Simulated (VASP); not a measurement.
# GaN (Fm-3m) in VASP: G0W0 quasiparticle levels with PBE

Aim: the G0W0 quasiparticle levels of GaN with PBE.

All numbers are computed with VASP 6.6.1; they aren't measurements. Logs are shortened: lines on timing, memory, paths and dates and some standing lists are left out, and cuts for length are marked.

### Step 1. The cell of the first run

Symmetry: Fm-3m, No. 225, cubic system. Conventional cell: a = 4.217 Å, b = 4.217 Å, c = 4.217 Å, α = 90.00°, β = 90.00°, γ = 90.00°. Ga (site symmetry m-3m) has 6 N at 2.11 Å within 2.8 Å. N (site symmetry m-3m) has 6 Ga at 2.11 Å within 2.8 Å.

### Step 2. G0W0 quasiparticle levels, PBE

File POSCAR:

```
GaN
1.0
    0.0000000000      2.1085152362      2.1085152362
    2.1085152362      0.0000000000      2.1085152362
    2.1085152362      2.1085152362      0.0000000000
Ga N
1 1
Direct
    0.0000000000      0.0000000000      0.0000000000
    0.5000000000      0.5000000000      0.5000000000
```

File INCAR.step1:

```
PREC = Accurate
ENCUT = 500
EDIFF = 1E-8
ISMEAR = 0
SIGMA = 0.01
LREAL = False
LASPH = True
NELM = 60
ALGO = Normal
LWAVE = True
LCHARG = False
GGA = PE
```

File INCAR.step2:

```
PREC = Accurate
ENCUT = 500
EDIFF = 1E-8
ISMEAR = 0
SIGMA = 0.01
LREAL = False
LASPH = True
NELM = 1
ALGO = Exact
LWAVE = True
LCHARG = False
GGA = PE
NBANDS = 39
LOPTICS = True
ISTART = 1
```

File INCAR.step3:

```
PREC = Accurate
ENCUT = 500
EDIFF = 1E-8
ISMEAR = 0
SIGMA = 0.01
LREAL = False
LASPH = True
ALGO = EVGW0
LWAVE = False
LCHARG = False
GGA = PE
NELMGW = 1
NBANDS = 39
ENCUTGW = 80.0
NOMEGA = 48
PRECFOCK = Fast
ISTART = 1
NBANDSGW = 17
```

File KPOINTS:

```
regular mesh
0
Gamma
  6 6 6
```

Potentials or basis: VASP PAW PBE potentials, release 64 (Ga_d_GW, N_GW).

The run is started by

```console
$ cat potpaw_PBE.64/Ga_d_GW/POTCAR potpaw_PBE.64/N_GW/POTCAR > POTCAR
$ cp INCAR.step1 INCAR
$ mpirun -np 1 vasp_std > vasp.out
$ cp INCAR.step2 INCAR
$ mpirun -np 1 vasp_std > vasp.out
$ cp INCAR.step3 INCAR
$ mpirun -np 1 vasp_std > vasp.out
```

OUTCAR:

```text
PREC = Accurate
   ENCUT = 500
   EDIFF = 1E-8
   ISMEAR = 0
   LREAL = False
   LASPH = True
   GGA = PE
   NELMGW = 1
   ENCUTGW = 80.0
   PRECFOCK = Fast
   ISTART = 1

 ion  position               nearest neighbor table
   1  0.000  0.000  0.000-   2 2.11   2 2.11   2 2.11   2 2.11   2 2.11   2 2.11
   2  0.500  0.500  0.500-   1 2.11   1 2.11   1 2.11   1 2.11   1 2.11   1 2.11

  LATTYP: Found a face centered cubic cell.
 ALAT       =     4.2170304724

  Lattice vectors:

 A1 = (   0.0000000000,   2.1085152362,   2.1085152362)
 A2 = (   2.1085152362,   0.0000000000,   2.1085152362)
 A3 = (   2.1085152362,   2.1085152362,   0.0000000000)

Analysis of symmetry for initial positions (statically):
=====================================================================
 Subroutine PRICEL returns:
 Original cell was already a primitive cell.

 Routine SETGRP: Setting up the symmetry group for a
 face centered cubic supercell.

 Subroutine GETGRP returns: Found 48 space group operations
 (whereof 48 operations were pure point group operations)
 out of a pool of 48 trial point group operations.

The static configuration has the point symmetry O_h .

Analysis of symmetry for dynamics (positions and initial velocities):
=====================================================================
 Subroutine PRICEL returns:
 Original cell was already a primitive cell.

 Routine SETGRP: Setting up the symmetry group for a
 face centered cubic supercell.

 Subroutine GETGRP returns: Found 48 space group operations
 (whereof 48 operations were pure point group operations)
 out of a pool of 48 trial point group operations.

The dynamic configuration has the point symmetry O_h .

 Subroutine INISYM returns: Found 48 space group operations
 (whereof 48 operations are pure point group operations),
 and found     1 'primitive' translations

----------------------------------------------------------------------------------------

                                     Primitive cell

  volume of cell :      18.7482

  direct lattice vectors                    reciprocal lattice vectors
     0.000000000  2.108515236  2.108515236    -0.237133691  0.237133691  0.237133691
     2.108515236  0.000000000  2.108515236     0.237133691 -0.237133691  0.237133691
     2.108515236  2.108515236  0.000000000     0.237133691  0.237133691 -0.237133691

  length of vectors
     2.981890844  2.981890844  2.981890844     0.410727601  0.410727601  0.410727601

  position of ions in fractional coordinates (direct lattice)
     0.000000000  0.000000000  0.000000000
     0.500000000  0.500000000  0.500000000

  ion indices of the primitive-cell ions
   primitive index   ion index
                 1           1
                 2           2

----------------------------------------------------------------------------------------

 KPOINTS: regular mesh

Automatic generation of k-mesh.
 Grid dimensions read from file:
 generate k-points for:    6    6    6

 Generating k-lattice:

  Cartesian coordinates                     Fractional coordinates (reciprocal lattice)
    -0.039522282  0.039522282  0.039522282     0.166666667  0.000000000  0.000000000
     0.039522282 -0.039522282  0.039522282     0.000000000  0.166666667  0.000000000
     0.039522282  0.039522282 -0.039522282     0.000000000  0.000000000  0.166666667

  Length of vectors
     0.068454600  0.068454600  0.068454600

  Shift w.r.t. Gamma in fractional coordinates (k-lattice)
     0.000000000  0.000000000  0.000000000

 Subroutine IBZKPT returns following result:
 ===========================================

 Found     16 irreducible k-points:

 Following reciprocal coordinates:
            Coordinates               Weight
  0.000000  0.000000  0.000000      1.000000
  0.166667  0.000000  0.000000      8.000000
  0.333333  0.000000  0.000000      8.000000
  0.500000  0.000000  0.000000      4.000000
  0.166667  0.166667  0.000000      6.000000
  0.333333  0.166667  0.000000     24.000000
[... 8 lines left out ...]
 -0.333333  0.333333  0.166667     24.000000
 -0.333333  0.500000  0.166667     12.000000
   k-points           NKPTS =     16   k-points in BZ     NKDIM =    216   number of bands    NBANDS=     39
   number of dos      NEDOS =    301   number of ions     NIONS =      2
   total plane-waves  NPLWV =  13824
   dimension x,y,z NGX =    24 NGY =   24 NGZ =   24
   dimension x,y,z NGXF=    48 NGYF=   48 NGZF=   48
   ions per type =               1   1
   NGX,Y,Z   is equivalent  to a cutoff of  13.38, 13.38, 13.38 a.u.
   NGXF,Y,Z  is equivalent  to a cutoff of  26.76, 26.76, 26.76 a.u.
 SYSTEM =  unknown system
   PREC   = accura    normal or accurate (medium, high low for compatibility)
   ISTART =      1    job   : 0-new  1-cont  2-samecut
   ICHARG =      0    charge: 1-file 2-atom 10-const
   ISPIN  =      1    spin polarized calculation?
   LNONCOLLINEAR =      F non collinear calculations
   LSORBIT =      F    spin-orbit coupling
   LASPH  =      T    aspherical Exc in radial PAW
   ENCUT  =  500.0 eV  36.75 Ry    6.06 a.u.   5.44  5.44  5.44*2*pi/ulx,y,z
   NELM   =     60;   NELMIN=  2; NELMDL=  0     # of ELM steps
   EDIFF  = 0.1E-07   stopping-criterion for ELM
   LREAL  =      F    real-space projection
   EDIFFG = 0.1E-06   stopping-criterion for IOM
   NSW    =      0    number of steps for IOM
   IBRION =     -1    ionic relax: 0-MD 1-quasi-New 2-CG
   NFREE  =      0    steps in history (QN), initial steepest desc. (CG)
   ISIF   =      0    stress and relaxation
   ISYM   =      3    0-nonsym 1-usesym 2-fastsym
   POTIM  = 0.5000    time-step for ionic-motion
   TEBEG  =    0.0;   TEEND  =   0.0 temperature during run
   PSTRESS=    0.0 pullay stress
   NELECT =      18.0000    total number of electrons
   NUPDOWN=      -1.0000    fix difference up-down
   EMIN   =  10.00;   EMAX   =-10.00  energy-range for DOS
   EFERMI =   0.00;   METHOD = LEGACY
   ISMEAR =     0;   SIGMA  =   0.01  broadening in eV -4-tet -1-fermi 0-gaus
   EFERMI_NEDOS =   21; number of points for ismear=-14 and -15
   IALGO  =     38    algorithm
   IMIX   =      4    mixing-type and parameters
     AMIX     =   0.40;   BMIX     =  1.00
     AMIX_MAG =   1.60;   BMIX_MAG =  1.00
  volume/ion in A,a.u.               =       9.37        63.26
  Fermi-wavevector in a.u.,A,eV,Ry     =   1.615024  3.051952 35.488101  2.608302
  Thomas-Fermi vector in A             =   2.709838
   LORBIT       =      0    0 simple, 1 ext, 2 COOP (PROOUT), +10 PAW based schemes
   GGA     = PE    functional components
   LHFCALC =     T    Hartree Fock is set to
   PRECFOCK=fast      Normal, Fast or Accurate (Low or Medium for compatibility)
   ENCUT4O =  -1.0   cutoff for four orbital integrals eV
   NKREDX  =     1    reduce k-point grid by
   NKREDY  =     1    reduce k-point grid by
   NKREDZ  =     1    reduce k-point grid by
   AEXX    =    1.0000 exact exchange contribution
   HFSCREEN=    0.0000 screening length (either q_TF or 0.3 A-1)
   HFSCREENC=   0.0000 screening length for correlation (either q_TF or 0.3 A-1)
   ENCUTFOCK=  -1.0 apply spherical cutoff to Coloumb kernel
   IVDW    =     0    specifies the selected vdW correction
   LEPSILON=     F    determine dielectric tensor
   LRPA    =     F    only Hartree local field effects (RPA)
   LRPAFORCE           =     F    calculate RPA forces
   ENCUTGW             =  80.0    cutoff for response function in eV
   ENCUTGWSOFT         =  64.0    soft cutoff for Coulomb kernel in GW response function in eV
   ENCUTLF             =  -1.0    cutoff for local field effects
   NELMGW              =     1    number of iterations in solving QP/BSE equation
   NELMHF              =     1    number of iterations in the inner HF iteration
   NKREDLFX            =     1    NKREDLFY  =   1   NKREDLFZ  =   1
 non-spin polarized calculation
 Gauss-broadening in eV      SIGMA  =   0.01
  energy-cutoff  :      500.00
  volume of cell :       18.75
 maximum number of plane-waves:       531
 NGX is ok and might be reduce to    24
  NGX = 14; NGY = 14; NGZ = 14
   NGX = 11   NGY = 11   NGZ = 11
 maximum number of plane-waves:        34
 NGX is ok and might be reduce to    10

 QP shifts <psi_nk| G(iteration)W_0 |psi_nk>: iteration 1
 for sc-GW calculations column KS-energies equals QP-energies in previous step
 and V_xc(KS)=  KS-energies - (<T + V_ion + V_H > + <T+V_H+V_ion>^1  + <V_x>^1)

 k-point   1 :       0.0000    0.0000    0.0000
  band No.  KS-energies  QP-energies   sigma(KS)   V_xc(KS)     V^pw_x(r,r')   Z            occupation Imag(sigma)

      1      -9.5991     -10.3459     -15.6194     -14.5440     -24.4163       0.6944       2.0000       1.4104
      2      -6.3010      -9.8374     -26.4548     -21.6471     -34.9896       0.7356       2.0000       0.2238
      3      -6.3010      -9.8374     -26.4548     -21.6471     -34.9896       0.7356       2.0000       0.2238
      4      -6.3010      -9.8374     -26.4548     -21.6471     -34.9896       0.7356       2.0000       0.2238
      5      -6.2045      -9.8469     -26.7872     -21.8491     -35.4640       0.7376       2.0000       0.2759
      6      -6.2045      -9.8469     -26.7872     -21.8491     -35.4640       0.7376       2.0000       0.2759
[... 9 lines left out ...]
     16      23.6770      24.7479     -11.3537     -12.7475      -4.5181       0.7683       0.0000      -0.6032
     17      23.8723      24.2149      -8.8460      -9.2806      -2.5749       0.7884       0.0000      -0.3534

 k-point   2 :       0.1667    0.0000    0.0000
  band No.  KS-energies  QP-energies   sigma(KS)   V_xc(KS)     V^pw_x(r,r')   Z            occupation Imag(sigma)

      1      -9.0633      -9.7901     -15.7528     -14.7059     -24.4490       0.6942       2.0000       1.3467
      2      -6.3202      -9.8398     -26.3697     -21.5849     -34.8998       0.7356       2.0000       0.2297
      3      -6.2980      -9.8555     -26.5100     -21.6751     -35.1041       0.7358       2.0000       0.2491
      4      -6.2980      -9.8555     -26.5100     -21.6751     -35.1041       0.7358       2.0000       0.2491
      5      -6.2136      -9.8170     -26.6886     -21.8008     -35.3178       0.7372       2.0000       0.2571
      6      -6.2136      -9.8170     -26.6886     -21.8008     -35.3178       0.7372       2.0000       0.2571
[... 9 lines left out ...]
     16      24.2832      25.0387     -11.4302     -12.3750      -5.6396       0.7997       0.0000      -0.4111
     17      29.4140      30.0846     -10.1171     -10.9503      -3.5842       0.8049       0.0000      -0.7522

 k-point   3 :       0.3333    0.0000    0.0000
  band No.  KS-energies  QP-energies   sigma(KS)   V_xc(KS)     V^pw_x(r,r')   Z            occupation Imag(sigma)
[... 253 lines left out ...]
      1      -7.5730      -9.8112     -22.3093     -19.1482     -31.2048       0.7080       2.0000       0.6582
      2      -6.3695      -9.8569     -26.1926     -21.4475     -34.7658       0.7349       2.0000       0.2686
      3      -6.2791      -9.8246     -26.4637     -21.6456     -35.1000       0.7359       2.0000       0.2755
      4      -6.2714      -9.7775     -26.3238     -21.5609     -34.8438       0.7361       2.0000       0.2360
      5      -6.0506      -9.6445     -26.8091     -21.9396     -35.3718       0.7380       2.0000       0.2215
      6      -4.1452      -6.0410     -21.9969     -19.4267     -30.1199       0.7376       2.0000       0.6037
[... 9 lines left out ...]
     16      33.6579      34.7141     -10.5389     -11.8329      -3.7150       0.8162       0.0000      -1.1638
     17      35.3067      36.6940     -11.1918     -12.8640      -4.6307       0.8297       0.0000      -1.2286

 k-point  16 :      -0.3333    0.5000    0.1667
  band No.  KS-energies  QP-energies   sigma(KS)   V_xc(KS)     V^pw_x(r,r')   Z            occupation Imag(sigma)

      1      -7.8105     -10.0506     -22.3075     -19.1321     -31.2659       0.7054       2.0000       0.6598
      2      -6.3983      -9.8880     -26.1804     -21.4323     -34.6899       0.7350       2.0000       0.2346
      3      -6.2217      -9.8166     -26.6648     -21.7824     -35.3657       0.7363       2.0000       0.2916
      4      -6.1689      -9.7084     -26.5233     -21.7169     -35.0582       0.7364       2.0000       0.2305
      5      -6.0147      -9.6168     -26.8561     -21.9817     -35.4201       0.7390       2.0000       0.2192
      6      -3.4235      -5.3060     -22.4820     -19.9360     -30.5425       0.7394       2.0000       0.5580
[... 9 lines left out ...]
     16      35.0623      36.5748     -12.6561     -14.4644      -5.9437       0.8364       0.0000      -1.4761
     17      36.9951      38.6258     -12.4931     -14.4664      -5.0693       0.8264       0.0000      -1.8145
```

It took 5.7 min on 1 thread of Intel Xeon Platinum 8375C at 2.90GHz (Ice Lake), shared host; peak memory 0.25 GiB.

What came out:

- Quasiparticle gap: 1.45 eV
- Least direct quasiparticle gap: 3.72 eV
- Band gap of the starting levels on the mesh: 0.62 eV
- Least direct gap of the starting levels on the mesh: 2.83 eV

Caveat: the k points lie up to 0.43 Å⁻¹ apart; bands, screening cutoff and mesh are small and nothing is extrapolated, so the quasiparticle values aren't converged.
